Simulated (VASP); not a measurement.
Set up this calculation in VASP 6.6.1, as the native input.

* Task: single point
* Functional: PBE
* Potentials or basis: VASP PAW PBE potentials, release 64 (Sn_d, O)
* Cutoff: 520 eV
* k mesh: 6 × 6 × 6
* Occupations: gaussian, width 0.05 eV
* Spin: no spin polarisation
* Dipole correction: no
* Further INCAR settings: ALGO = Normal; EDIFF = 1e-06; NBANDS = 64

The structure of SnO2 lies in POSCAR:

```
SnO2
1.0
    4.6115134859      0.0000000000      0.0000000000
    0.0000000000      5.2788262128      0.0000000000
    0.0000000000      0.0000000000      5.1074258724
Sn O
4 8
Direct
    0.5000000000      0.6651654903      0.7500000000
    0.0000000000      0.8348345097      0.2500000000
    0.5000000000      0.3348345097      0.2500000000
    0.0000000000      0.1651654903      0.7500000000
    0.7301204269      0.6070551965      0.0781681516
    0.2301204269      0.8929448035      0.9218318484
    0.7698795731      0.8929448035      0.5781681516
    0.2698795731      0.6070551965      0.4218318484
    0.7301204269      0.3929448035      0.5781681516
    0.2301204269      0.1070551965      0.4218318484
    0.7698795731      0.1070551965      0.0781681516
    0.2698795731      0.3929448035      0.9218318484
```

The input as run:

INCAR

```
SYSTEM = SnO2
PREC     = Accurate       ! precision mode
ENCUT    = 520            ! plane-wave cutoff, eV
EDIFF    = 1E-6           ! SCF threshold, eV
ISMEAR   = 0              ! smearing method
SIGMA    = 0.05           ! smearing width, eV
LREAL    = .FALSE.        ! projectors in reciprocal space
LASPH    = .TRUE.         ! aspherical terms in the spheres
NELM     = 80             ! most SCF steps
ALGO     = Normal         ! electronic algorithm
ISIF     = 2              ! what is computed and relaxed
LWAVE    = .FALSE.        ! write WAVECAR
LCHARG   = .TRUE.         ! write CHGCAR
GGA      = PE             ! functional
LELF     = .TRUE.         ! ELF
LVHAR    = .TRUE.       
NBANDS   = 64             ! bands
```

KPOINTS

```
regular mesh
0
G
  6 6 6
  0 0 0
```

Potentials or basis: VASP PAW PBE potentials, release 64 (Sn_d, O).

Command:

```console
$ cat potpaw_PBE.64/Sn_d/POTCAR potpaw_PBE.64/O/POTCAR > POTCAR
$ mpirun -np 1 vasp_std > vasp.out
```

Results of the run:

```yaml
Pressure: 49.2 GPa
Largest_force: 0.811 eV/Å
Band_gap_on_the_k_mesh: 2.82 eV, direct
```

Caveat: spin-orbit coupling is left out, which moves the levels of the heavy elements.

Wall time 6.6 min on 1 thread of Intel(R) Xeon(R) Platinum 8259CL CPU @ 2.50GHz (Skylake/Cascade Lake), with other jobs on the host, peak memory 0.46 GiB.
